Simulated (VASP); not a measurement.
C:

```xyz
6
Lattice="2.8301 0.0000 0.0000 0.0000 2.8301 0.0000 0.0000 0.0000 4.6073" Properties=species:S:1:pos:R:3 pbc="T T T"
C     0.0000    0.0000    1.1518
C     0.0000    0.0000    3.4554
C     1.9254    0.5282    2.3036
C     0.9047    2.3019    2.3036
C     2.3019    1.9254    0.0000
C     0.5282    0.9047    0.0000
```

The cell was built from a structure type or drawn by symmetry, and may not be a known phase.

```yaml
Program: VASP 6.6.1
Task: relaxation of cell and atoms
Functional: PBE
Potentials_or_basis: VASP PAW PBE potentials, release 64 (C)
Cutoff: 600 eV
k_mesh: 10 × 10 × 6
Occupations: gaussian, width 0.02 eV
Spin: no spin polarisation
```

At the start: pressure 0.0 GPa; volume 6.15 Å³/atom.

Problem. How do energy, volume and symmetry change on relaxing?

Solution. Over 43 steps the energy falls by 589.4 meV/atom and the volume is 8.77 Å³/atom (+42.5 %); space group P4_2/m (No. 84, to 0.1 Å) before, P4_2/mmc (No. 131, to 0.1 Å).

The path:
| step | energy change (eV) | largest force (eV/Å) | pressure (GPa) | volume (Å³) |
| --- | --- | --- | --- | --- |
| 1 | 0.0000 | 0.0387 | 0.04 | 36.90 |
| 3 | -0.0001 | 0.0274 | 0.16 | 36.91 |
| 5 | -0.0004 | 0.0356 | 0.63 | 37.03 |
| 7 | -0.0005 | 0.0335 | 0.59 | 37.06 |
| 9 | -0.0010 | 0.0223 | 0.43 | 37.23 |
| 11 | -0.0046 | 0.0596 | -0.06 | 37.89 |
| 13 | -0.1638 | 1.0491 | -0.33 | 40.61 |
| 15 | -1.4235 | 6.8196 | -10.96 | 52.46 |
| 17 | -1.4453 | 6.3781 | -8.93 | 51.15 |
| 19 | -1.5610 | 6.2777 | -9.31 | 51.41 |
| 21 | -2.3881 | 3.7512 | -6.87 | 50.94 |
| 23 | -2.6769 | 1.5972 | -2.16 | 50.56 |
| 25 | -2.7303 | 1.5972 | -0.56 | 50.46 |
| 27 | -3.0705 | 1.2486 | 8.19 | 49.92 |
| 29 | -3.2719 | 0.5959 | 15.84 | 49.77 |
| 31 | -3.4804 | 0.3533 | 3.62 | 52.12 |
| 33 | -3.5299 | 0.2752 | -1.18 | 52.92 |
| 35 | -3.5335 | 0.0979 | -1.14 | 52.85 |
| 37 | -3.5351 | 0.1271 | 0.19 | 52.56 |
| 39 | -3.5356 | 0.0835 | 0.42 | 52.53 |
| 41 | -3.5364 | 0.0156 | -0.17 | 52.63 |
| 43 | -3.5365 | 0.0076 | 0.04 | 52.60 |

Final structure:
```cif
data_structure
_symmetry_space_group_name_H-M 'P 1'
_symmetry_Int_Tables_number 1
_cell_length_a 3.4337
_cell_length_b 3.4337
_cell_length_c 4.4614
_cell_angle_alpha 90.000
_cell_angle_beta 90.000
_cell_angle_gamma 90.000
_cell_volume 52.60
loop_
_atom_site_label
_atom_site_type_symbol
_atom_site_fract_x
_atom_site_fract_y
_atom_site_fract_z
_atom_site_occupancy
C1 C 0.00000 0.00000 0.25000 1
C2 C 0.00000 0.00000 0.75000 1
C3 C 0.69383 0.00000 0.50000 1
C4 C 0.30617 0.00000 0.50000 1
C5 C 0.00000 0.69383 0.00000 1
C6 C 0.00000 0.30617 0.00000 1
```

Caveat: the volume moved by over 15 % at a fixed basis, so the end points are rough.
